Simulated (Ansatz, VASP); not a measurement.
# Two plane-wave programs on Li3SI

```
CELL_PARAMETERS angstrom
4.78124 0.00000 0.00000
0.00000 4.78124 0.00000
0.00000 0.00000 4.78124
ATOMIC_POSITIONS crystal
I 0.00000 0.00000 0.00000
S 0.50000 0.50000 0.50000
Li 0.50000 0.50000 0.00000
Li 0.50000 0.00000 0.50000
Li 0.00000 0.50000 0.50000
```

Alike in both runs: task single point; functional r2SCAN; k mesh 4 × 4 × 4; no spin polarisation.

```csv
,VASP,Ansatz
version,VASP 6.6.1,Ansatz 0.2.0
potentials or method,"VASP PAW PBE potentials, release 64 (I, S, Li_sv)","plane waves, PAW"
plane-wave cutoff (eV),520,500
occupations,"gaussian, width 0.01 eV",fixed
valence electrons in the cell,22,32
```

Ansatz gave:

```
gap on the k mesh at the Fermi level (eV) : 4.14
```

**Question.** Which values does VASP return?

**Answer.** gap on the k mesh at the Fermi level (eV): 4.08.

VASP's potentials were made for PBE, not for r2SCAN. VASP's potentials hold 22 valence electrons a cell and Ansatz's 32, so a difference there can come from the potentials and not from the codes.

Neither program's run includes spin-orbit coupling. Noted on VASP's run: the cutoff is short for stress, so the pressure is rough.
